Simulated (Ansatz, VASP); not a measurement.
**One calculation of Si2Ni, two programs**

The input INCAR:

```
PREC = Accurate
ENCUT = 520
EDIFF = 1E-6
ISMEAR = -1
SIGMA = 0.05
LREAL = F
LASPH = T
NELM = 150
ALGO = Normal
ISIF = 2
LWAVE = F
LCHARG = F
ISPIN = 2
MAGMOM = 1 0 0
LORBIT = 11
LMAXMIX = 4
GGA = CA
NBANDS = 20
```

The input KPOINTS:

```
Automatic mesh
0
Gamma
  9 9 9
```

File POSCAR:

```
Si2Ni
1.0
    0.0000000000      2.7030000000      2.7030000000
    2.7030000000      0.0000000000      2.7030000000
    2.7030000000      2.7030000000      0.0000000000
Ni Si
1 2
Direct
    0.0000000000      0.0000000000      0.0000000000
    0.7500000000      0.7500000000      0.7500000000
    0.2500000000      0.2500000000      0.2500000000
```

Contents of input.yaml:

```yaml
crystal:
  lattice:
    - [0.0, 2.703, 2.703]
    - [2.703, 0.0, 2.703]
    - [2.703, 2.703, 0.0]
  atoms:
    - { symbol: Ni, position: [0.0, 0.0, 0.0], spin: 1.0 }
    - { symbol: Si, position: [0.75, 0.75, 0.75] }
    - { symbol: Si, position: [0.25, 0.25, 0.25] }
hamiltonian:
  xc: lda
  pseudopotentials: { kind: paw }
magnetization:
  spin_polarized: true
kpoints:
  mp_grid: { grid: [9, 9, 9] }
  band_path:
    path:
      - [[0.0, 0.0, 0.0], [0.5, 0.0, 0.5], [0.5, 0.25, 0.75], [0.375, 0.375, 0.75], [0.0, 0.0, 0.0], [0.5, 0.5, 0.5], [0.625, 0.25, 0.625], [0.5, 0.25, 0.75], [0.5, 0.5, 0.5], [0.375, 0.375, 0.75]]
      - [[0.625, 0.25, 0.625], [0.5, 0.0, 0.5]]
    npoints: 14
scf:
  occupations: { method: fermi_dirac, width: 0.05 }
  n_extra_bands: 7
output:
  forces: true
  stress: true
  eigenvalues: true
  fatbands: true
  write_density: true
  write_potential: true
  elf: true
  volumetric_format: npy
```

Alike in both runs: functional LDA; k mesh 9 × 9 × 9; occupations fermi-dirac, width 0.05 eV; collinear spin.

|  | VASP | Ansatz |
| --- | --- | --- |
| version | VASP 6.6.1 | Ansatz 0.2.0 |
| potentials or method | VASP PAW LDA potentials, release 64 (Ni, Si) | Ansatz PAW |
| plane-wave cutoff (eV) | 520 | 420 |
| valence electrons in the cell | 18 | 26 |
| task | single point | band structure |

|  | VASP | Ansatz | Ansatz less VASP |
| --- | --- | --- | --- |
| gap on the k mesh at the Fermi level (eV) | none | none | - |
| pressure (GPa) | -4.2 | -4.3 | -0.16 |
| net moment per atom (μB) | 0.00 | 0.00 | 0.000 |

LDA's correlation is that of Perdew and Zunger in VASP and of Perdew and Wang (1992) in Ansatz. A gap of «none» marks a metal or a gap that the smearing closes. VASP's potentials hold 18 valence electrons a cell and Ansatz's 26, so a difference there can come from the potentials and not from the codes.
